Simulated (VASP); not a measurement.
# BaS (Fm-3m) in VASP: a series of runs

Runs on BaS. Level: PBE. Tasks: single point.

Everything below comes from runs of VASP 6.6.1. Logs are shortened: lines on timing, memory, paths and dates and some standing lists are left out, and cuts for length are marked.

### Step 1. The cell of the first run

Symmetry: Fm-3m, No. 225, cubic system. Conventional cell: a = 6.440 Å, b = 6.440 Å, c = 6.440 Å, α = 90.00°, β = 90.00°, γ = 90.00°. Within 4.2 Å of Ba (site symmetry m-3m) lie 6 S at 3.22 Å. S (site symmetry m-3m) has 6 Ba at 3.22 Å within 4.2 Å.

### Step 2. Single point, PBE (33.39 Å³/atom)

INCAR

```
PREC = Accurate ; ENCUT = 520
EDIFF = 1E-6 ; ISMEAR = -1
SIGMA = 0.02 ; LREAL = F
LASPH = T ; NELM = 80
ALGO = Normal ; ISIF = 2
LWAVE = F ; LCHARG = F
GGA = PE ; NBANDS = 15
```

KPOINTS

```
Automatic mesh
0
Gamma
  8 8 8
```

POSCAR

```
BaS
1.0
    0.0000000000      3.2201458251      3.2201458251
    3.2201458251      0.0000000000      3.2201458251
    3.2201458251      3.2201458251      0.0000000000
Ba S
1 1
Direct
    0.0000000000      0.0000000000      0.0000000000
    0.5000000000      0.5000000000      0.5000000000
```

Potentials or basis: VASP PAW PBE potentials, release 64 (Ba_sv, S).

On the command line:

```sh
> cat potpaw_PBE.64/Ba_sv/POTCAR potpaw_PBE.64/S/POTCAR > POTCAR
> mpirun -np 1 vasp_std > vasp.out
```

OUTCAR:

```text
PREC = Accurate
   ENCUT = 520
   EDIFF = 1E-6
   ISMEAR = -1
   LREAL = F
   LASPH = T
   NELM = 80
   ISIF = 2
   GGA = PE

 ion  position               nearest neighbor table
   1  0.000  0.000  0.000-   2 3.22   2 3.22   2 3.22   2 3.22   2 3.22   2 3.22
   2  0.500  0.500  0.500-   1 3.22   1 3.22   1 3.22   1 3.22   1 3.22   1 3.22

  LATTYP: Found a face centered cubic cell.
 ALAT       =     6.4402916502

  Lattice vectors:

 A1 = (   0.0000000000,   3.2201458251,   3.2201458251)
 A2 = (   3.2201458251,   0.0000000000,   3.2201458251)
 A3 = (   3.2201458251,   3.2201458251,   0.0000000000)

Analysis of symmetry for initial positions (statically):
=====================================================================
 Subroutine PRICEL returns:
 Original cell was already a primitive cell.

 Routine SETGRP: Setting up the symmetry group for a
 face centered cubic supercell.

 Subroutine GETGRP returns: Found 48 space group operations
 (whereof 48 operations were pure point group operations)
 out of a pool of 48 trial point group operations.

The static configuration has the point symmetry O_h .

Analysis of symmetry for dynamics (positions and initial velocities):
=====================================================================
 Subroutine PRICEL returns:
 Original cell was already a primitive cell.

 Routine SETGRP: Setting up the symmetry group for a
 face centered cubic supercell.

 Subroutine GETGRP returns: Found 48 space group operations
 (whereof 48 operations were pure point group operations)
 out of a pool of 48 trial point group operations.

The dynamic configuration has the point symmetry O_h .

 Subroutine INISYM returns: Found 48 space group operations
 (whereof 48 operations are pure point group operations),
 and found     1 'primitive' translations

----------------------------------------------------------------------------------------

                                     Primitive cell

  volume of cell :      66.7816

  direct lattice vectors                    reciprocal lattice vectors
     0.000000000  3.220145825  3.220145825    -0.155272471  0.155272471  0.155272471
     3.220145825  0.000000000  3.220145825     0.155272471 -0.155272471  0.155272471
     3.220145825  3.220145825  0.000000000     0.155272471  0.155272471 -0.155272471

  length of vectors
     4.553973899  4.553973899  4.553973899     0.268939809  0.268939809  0.268939809

  position of ions in fractional coordinates (direct lattice)
     0.000000000  0.000000000  0.000000000
     0.500000000  0.500000000  0.500000000

  ion indices of the primitive-cell ions
   primitive index   ion index
                 1           1
                 2           2

----------------------------------------------------------------------------------------

 KPOINTS: Automatic mesh

Automatic generation of k-mesh.
 Grid dimensions read from file:
 generate k-points for:    8    8    8

 Generating k-lattice:

  Cartesian coordinates                     Fractional coordinates (reciprocal lattice)
    -0.019409059  0.019409059  0.019409059     0.125000000  0.000000000  0.000000000
     0.019409059 -0.019409059  0.019409059     0.000000000  0.125000000  0.000000000
     0.019409059  0.019409059 -0.019409059     0.000000000  0.000000000  0.125000000

  Length of vectors
     0.033617476  0.033617476  0.033617476

  Shift w.r.t. Gamma in fractional coordinates (k-lattice)
     0.000000000  0.000000000  0.000000000

 Subroutine IBZKPT returns following result:
 ===========================================

 Found     29 irreducible k-points:

 Following reciprocal coordinates:
            Coordinates               Weight
  0.000000  0.000000  0.000000      1.000000
  0.125000  0.000000  0.000000      8.000000
  0.250000  0.000000  0.000000      8.000000
  0.375000  0.000000  0.000000      8.000000
  0.500000  0.000000  0.000000      4.000000
  0.125000  0.125000  0.000000      6.000000
[... 16 lines left out ...]
  0.500000  0.250000  0.125000     48.000000
 -0.375000  0.250000  0.125000     24.000000
 [... further k-points ...]
   k-points           NKPTS =     29   k-points in BZ     NKDIM =     29   number of bands    NBANDS=     15
   number of dos      NEDOS =    301   number of ions     NIONS =      2
   total plane-waves  NPLWV =  46656
   dimension x,y,z NGX =    36 NGY =   36 NGZ =   36
   dimension x,y,z NGXF=    72 NGYF=   72 NGZF=   72
   ions per type =               1   1
   NGX,Y,Z   is equivalent  to a cutoff of  13.14, 13.14, 13.14 a.u.
   NGXF,Y,Z  is equivalent  to a cutoff of  26.28, 26.28, 26.28 a.u.
 SYSTEM =  unknown system
   PREC   = accura    normal or accurate (medium, high low for compatibility)
   ISTART =      0    job   : 0-new  1-cont  2-samecut
   ICHARG =      2    charge: 1-file 2-atom 10-const
   ISPIN  =      1    spin polarized calculation?
   LNONCOLLINEAR =      F non collinear calculations
   LSORBIT =      F    spin-orbit coupling
   LASPH  =      T    aspherical Exc in radial PAW
   ENCUT  =  520.0 eV  38.22 Ry    6.18 a.u.   8.47  8.47  8.47*2*pi/ulx,y,z
   NELM   =     80;   NELMIN=  2; NELMDL= -5     # of ELM steps
   EDIFF  = 0.1E-05   stopping-criterion for ELM
   LREAL  =      F    real-space projection
   EDIFFG = 0.1E-04   stopping-criterion for IOM
   NSW    =      0    number of steps for IOM
   IBRION =     -1    ionic relax: 0-MD 1-quasi-New 2-CG
   NFREE  =      0    steps in history (QN), initial steepest desc. (CG)
   ISIF   =      2    stress and relaxation
   ISYM   =      2    0-nonsym 1-usesym 2-fastsym
   POTIM  = 0.5000    time-step for ionic-motion
   TEBEG  =    0.0;   TEEND  =   0.0 temperature during run
   PSTRESS=    0.0 pullay stress
   NELECT =      16.0000    total number of electrons
   NUPDOWN=      -1.0000    fix difference up-down
   EMIN   =  10.00;   EMAX   =-10.00  energy-range for DOS
   EFERMI =   0.00;   METHOD = LEGACY
   ISMEAR =    -1;   SIGMA  =   0.02  broadening in eV -4-tet -1-fermi 0-gaus
   EFERMI_NEDOS =   21; number of points for ismear=-14 and -15
   IALGO  =     38    algorithm
   IMIX   =      4    mixing-type and parameters
     AMIX     =   0.40;   BMIX     =  1.00
     AMIX_MAG =   1.60;   BMIX_MAG =  1.00
  volume/ion in A,a.u.               =      33.39       225.33
  Fermi-wavevector in a.u.,A,eV,Ry     =   1.016785  1.921446 14.066417  1.033852
  Thomas-Fermi vector in A             =   2.150149
   LORBIT       =      0    0 simple, 1 ext, 2 COOP (PROOUT), +10 PAW based schemes
   GGA     = PE    functional components
   LHFCALC =     F    Hartree Fock is set to
   AEXX    =    0.0000 exact exchange contribution
   IVDW    =     0    specifies the selected vdW correction
   LEPSILON=     F    determine dielectric tensor
   LRPA    =     F    only Hartree local field effects (RPA)
 non-spin polarized calculation
  energy-cutoff  :      520.00
  volume of cell :       66.78
 maximum number of plane-waves:      1824
 NGX is ok and might be reduce to    36
   NGX = 17   NGY = 17   NGZ = 17

 number of electron      16.0000002 magnetization

 Free energy of the ion-electron system (eV)
  ---------------------------------------------------
  ext. energy  EPLUGINS =         0.00000000
  ---------------------------------------------------
  free energy    TOTEN  =       -10.19369633 eV

  energy without entropy =      -10.19369633  energy(sigma->0) =      -10.19369633

 E-fermi :   1.7467     XC(G=0):  -8.5237

 val. band max:        1.3275121698   @ k =   0.0000   0.0000   0.0000
 cond. band min:       3.4747816550   @ k =   0.5000   0.5000   0.0000
 fundamental gap:      2.1472694851
 Fermi energy:         1.7467128986

 k-point     1 :       0.0000    0.0000    0.0000
  band No.  band energies     occupation
      1     -24.8262      2.00000
      2      -9.8844      2.00000
      3      -9.8844      2.00000
      4      -9.8844      2.00000
      5      -8.9953      2.00000
      6       1.3275      2.00000
      7       1.3275      2.00000
      8       1.3275      2.00000
      9       4.8077      0.00000
     10       5.1917      0.00000
     11       5.1917      0.00000
     12       5.1917      0.00000
     13       6.0918      0.00000
     14       6.0918      0.00000
     15      10.0189      0.00000

 k-point     2 :       0.1250    0.0000    0.0000
  band No.  band energies     occupation
      1     -24.8205      2.00000
      2     -10.1427      2.00000
      3      -9.8897      2.00000
      4      -9.8897      2.00000
      5      -8.7234      2.00000
      6       0.9284      2.00000
      7       1.1277      2.00000
      8       1.1277      2.00000
      9       5.1636      0.00000
     10       5.4184      0.00000
     11       5.4184      0.00000
     12       5.4268      0.00000
     13       6.5282      0.00000
     14       6.5282      0.00000
     15      10.6241      0.00000

 k-point     3 :       0.2500    0.0000    0.0000
  band No.  band energies     occupation
      1     -24.8066      2.00000
      2     -10.5340      2.00000
      3      -9.9025      2.00000
      4      -9.9025      2.00000
      5      -8.2979      2.00000
      6       0.2092      2.00000
      7       0.7299      2.00000
      8       0.7299      2.00000
      9       5.4069      0.00000
     10       6.0515      0.00000
     11       6.0515      0.00000
     12       6.5700      0.00000
     13       7.6248      0.00000
     14       7.6248      0.00000
     15      11.7871      0.00000

 k-point     4 :       0.3750    0.0000    0.0000
  band No.  band energies     occupation
      1     -24.7926      2.00000
      2     -10.8149      2.00000
      3      -9.9151      2.00000
      4      -9.9151      2.00000
      5      -7.9799      2.00000
      6      -0.3501      2.00000
      7       0.4066      2.00000
      8       0.4066      2.00000
      9       5.9973      0.00000
     10       6.9519      0.00000
     11       6.9519      0.00000
     12       7.3430      0.00000
     13       8.9829      0.00000
     14       8.9829      0.00000
     15      11.4637      0.00000
[... 307 lines left out ...]
 k-point    22 :       0.3750    0.2500    0.1250
  band No.  band energies     occupation
      1     -24.7965      2.00000
      2     -10.5546      2.00000
      3     -10.0054      2.00000
      4      -9.9292      2.00000
      5      -8.2870      2.00000
      6      -0.0184      2.00000
      7       0.6618      2.00000
      8       1.0310      2.00000
      9       4.7163      0.00000
     10       6.2887      0.00000
     11       6.7711      0.00000
     12       7.2979      0.00000
     13       7.4702      0.00000
     14       9.3075      0.00000
     15      11.4251      0.00000

 k-point    23 :       0.5000    0.2500    0.1250
  band No.  band energies     occupation
      1     -24.7854      2.00000
      2     -10.6728      2.00000
      3     -10.0522      2.00000
      4      -9.9583      2.00000
      5      -8.1814      2.00000
      6      -0.0925      2.00000
      7       0.4452      2.00000
      8       0.7953      2.00000
      9       5.1902      0.00000
     10       6.8344      0.00000
     11       7.3948      0.00000
     12       7.5439      0.00000
     13       8.6863      0.00000
     14       9.9028      0.00000
     15      10.5278      0.00000

 k-point    24 :      -0.3750    0.2500    0.1250
  band No.  band energies     occupation
      1     -24.7808      2.00000
      2     -10.7193      2.00000
      3     -10.0612      2.00000
      4      -9.9799      2.00000
      5      -8.1417      2.00000
      6      -0.1178      2.00000
      7       0.4913      2.00000
      8       0.5586      2.00000
      9       5.9790      0.00000
     10       6.1499      0.00000
     11       7.8797      0.00000
     12       8.0772      0.00000
     13       9.0325      0.00000
     14       9.9520      0.00000
     15      10.5610      0.00000

 [... further k-points ...]

------------------------ aborting loop because EDIFF is reached ----------------------------------------

  FORCE on cell =-STRESS in cart. coord.  units (eV):
  Direction    XX          YY          ZZ          XY          YZ          ZX
  --------------------------------------------------------------------------------------
  -------------------------------------------------------------------------------------
  Total        0.1292745      0.1292745      0.1292745      0.0000000      0.0000000      0.0000000
  in kB        3.1014648      3.1014648      3.1014648      0.0000000      0.0000000      0.0000000
  external PRESSURE =       3.1014648 kB  Pullay stress =       0.0000000 kB

 VOLUME and BASIS-vectors are now :
 -----------------------------------------------------------------------------
  energy-cutoff  :      520.00
  volume of cell :       66.78
      direct lattice vectors                 reciprocal lattice vectors
     0.000000000  3.220145825  3.220145825    -0.155272471  0.155272471  0.155272471
     3.220145825  0.000000000  3.220145825     0.155272471 -0.155272471  0.155272471
     3.220145825  3.220145825  0.000000000     0.155272471  0.155272471 -0.155272471

 POSITION                                       TOTAL-FORCE (eV/Angst)
 -----------------------------------------------------------------------------------
      0.00000      0.00000      0.00000        -0.000000     -0.000000      0.000000
      3.22015      3.22015      3.22015         0.000000      0.000000     -0.000000
 -----------------------------------------------------------------------------------
    total drift:                                0.000000      0.000000      0.000000

  FREE ENERGIE OF THE ION-ELECTRON SYSTEM (eV)
  ---------------------------------------------------
  free  energy   TOTEN  =       -10.1936963279 eV

  energy  without entropy=      -10.1936963279  energy(sigma->0) =      -10.19369633
```

Run time: 22 s. Hardware: 1 thread of Intel Xeon Platinum 8259CL at 2.50GHz (Skylake/Cascade Lake), shared host; peak memory 0.21 GiB.

What came out:

| Property | Result |
| --- | --- |
| Free energy | -10.1937 eV |
| Pressure | 0.3 GPa |
| Band gap on the k mesh | 2.15 eV (least direct gap 2.30 eV) |

Caveat: spin-orbit coupling is left out, which moves the levels of the heavy elements. A k mesh can miss the band edges.

### Step 3. Single point, PBE (32.90 Å³/atom)

This run uses another cell than the first one, of 32.90 Å³/atom.

INCAR

```
SYSTEM = BaS
PREC = Accurate
ENCUT = 520
EDIFF = 1E-6
ISMEAR = -1
SIGMA = 0.02
LREAL = .False.
LASPH = .True.
NELM = 60
ALGO = Normal
ISIF = 2
LWAVE = .False.
LCHARG = .False.
GGA = PE
NBANDS = 15
```

KPOINTS

```
regular mesh
0
Gamma
  8 8 8
  0 0 0
```

POSCAR

```
BaS
1.0
    0.0000000000      3.2043605431      3.2043605431
    3.2043605431      0.0000000000      3.2043605431
    3.2043605431      3.2043605431      0.0000000000
Ba S
1 1
Direct
    0.0000000000      0.0000000000      0.0000000000
    0.5000000000      0.5000000000      0.5000000000
```

Potentials or basis: VASP PAW PBE potentials, release 64 (Ba_sv, S).

On the command line:

```sh
> cat potpaw_PBE.64/Ba_sv/POTCAR potpaw_PBE.64/S/POTCAR > POTCAR
> mpirun -np 1 vasp_std > vasp.out
```

It took 22 s on 1 thread of Intel Xeon Platinum 8259CL at 2.50GHz (Skylake/Cascade Lake), shared host; peak memory 0.21 GiB.

The run converged. Its results:

```
Free energy            : -10.1897 eV
Pressure               : 1.0 GPa
Band gap on the k mesh : 2.12 eV (least direct gap 2.27 eV)
```

Levels at points of the mesh, in eV from the valence-band top:
```csv
k point,band 4,band 5,band 6,band 7,band 8,band 9,band 10,band 11,band 12,band 13
"(0.00, 0.00, 0.00)",-11.16,-10.35,0.00,0.00,0.00,3.55,3.87,3.87,3.87,4.78
"(0.50, 0.00, 0.00)",-11.20,-9.15,-1.91,-1.07,-1.07,5.51,5.66,6.27,6.27,8.86
"(0.50, 0.50, 0.00)",-11.35,-10.25,-0.53,-0.14,-0.14,2.12,5.91,5.97,7.44,7.44
```

Caveat: spin-orbit coupling is left out, which moves the levels of the heavy elements.

(Continued in part 2 of 2.)
